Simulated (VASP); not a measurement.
The system is Ga2BSb3.

```xyz
6
Lattice="6.4146 0.0000 0.0000 -3.2073 5.5552 0.0000 0.0000 0.0000 4.2678" Properties=species:S:1:pos:R:3 pbc="T T T"
Ga    0.0000    3.7035    2.1339
Ga    3.2073    1.8517    2.1339
B     0.0000    0.0000    2.1339
Sb    3.2073    0.0000    2.1339
Sb   -1.6036    2.7776    2.1339
Sb    1.6036    2.7776    2.1339
```

```yaml
Program: VASP 6.6.1
Task: relaxation of cell and atoms
Functional: PBE
Potentials_or_basis: VASP PAW PBE potentials, release 64 (Ga_d, B, Sb)
Cutoff: 600 eV
k_mesh: 3 × 3 × 4
Occupations: gaussian, width 0.1 eV
Spin: no spin polarisation
```

At the start: pressure 93.9 GPa; volume 25.35 Å³/atom.

Q: Where does the relaxation end?

A: Over 23 steps the energy falls by 5451.5 meV/atom and the volume is 37.80 Å³/atom (+49.1 %); space group P6/mmm (No. 191, to 0.05 Å).

The path:
```
step  energy change (eV)  largest force (eV/Å)  pressure (GPa)  volume (Å³)
   1              0.0000                0.0000           93.88       152.08
   2            -12.5057                0.0000          -13.21       650.73
   3            -29.0680                0.0000           -2.75       343.61
   4            -29.1983                0.0000           -2.50       334.73
   5            -29.4639                0.0000           -1.17       297.03
   6            -29.4624                0.0000           -1.32       300.41
   7            -29.7922                0.0000           -1.51       286.83
   8            -30.4006                0.0000           -1.34       262.63
   9            -31.4316                0.0000            1.25       213.74
  10            -31.7997                0.0000            3.56       196.89
  11            -26.7507                0.0000           31.74       162.97
  12            -31.8410                0.0000            4.06       194.79
  13            -31.3130                0.0000           12.33       178.91
  14            -31.9011                0.0000            4.67       192.18
  15            -31.8535                0.0000            7.77       185.55
  16            -31.9279                0.0000            5.59       189.84
  17            -31.9973                0.0000            6.80       188.62
  18            -31.9974                0.0000            6.77       188.64
  19            -32.1139                0.0000            6.03       191.37
  20            -32.3919                0.0000            4.05       199.72
  21            -32.6749                0.0000            1.14       217.08
  22            -32.7074                0.0000            0.25       224.64
  23            -32.7090                0.0000           -0.01       226.82
```

Final structure:
```yaml
crystal:
  lattice:
    - [9.91308, 0.00000, 0.00000]
    - [-4.95654, 8.58498, 0.00000]
    - [0.00000, 0.00000, 2.66522]
  atoms:
    - { symbol: Ga, position: [0.33333, 0.66667, 0.50000] }
    - { symbol: Ga, position: [0.66667, 0.33333, 0.50000] }
    - { symbol: B, position: [0.00000, 0.00000, 0.50000] }
    - { symbol: Sb, position: [0.50000, 0.00000, 0.50000] }
    - { symbol: Sb, position: [0.00000, 0.50000, 0.50000] }
    - { symbol: Sb, position: [0.50000, 0.50000, 0.50000] }
```

Caveat: the k points lie up to 0.59 Å⁻¹ apart in the final cell; the volume moved by over 15 % at a fixed basis, so the end points are rough; this functional lacks dispersion, which binds the layers, so the pressure and a relaxed spacing across them are unreliable.
